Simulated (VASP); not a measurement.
The system is BeTe.

```
Te Be
1.0
     0.00000    2.75141    2.75141
     2.75141    0.00000    2.75141
     2.75141    2.75141    0.00000
Te Be
1 1
Direct
  0.75000 0.75000 0.75000
  0.00000 0.00000 0.00000
```

This cell differs from its parent crystal: volume scaled by 0.98.

Base run:

- Program: VASP 6.6.1
- Functional: PBEsol
- Potentials or basis: VASP PAW PBE potentials, release 64 (Te, Be)
- Cutoff: 520 eV
- k mesh: 8 × 8 × 8
- Occupations: fermi-dirac, width 0.05 eV
- Spin: no spin polarisation

Its results: band gap on the k mesh 1.67 eV, indirect (least direct gap 3.53 eV); pressure 4.0 GPa.

Question: After a change of settings the same cell gave: band gap on the k mesh 2.06 eV, indirect (least direct gap 3.63 eV); pressure 14.6 GPa. Which change was it?
A. functional from PBEsol to r2SCAN
B. functional from PBEsol to PBE exchange alone
C. dispersion from none to D3(BJ)
D. functional from PBEsol to RPBE; dispersion from none to D4

Answer: B.

Caveats: spin-orbit coupling is left out, which moves the levels of the heavy elements; the PAW data sets were made with another functional, which shifts forces and pressure a little (some runs).
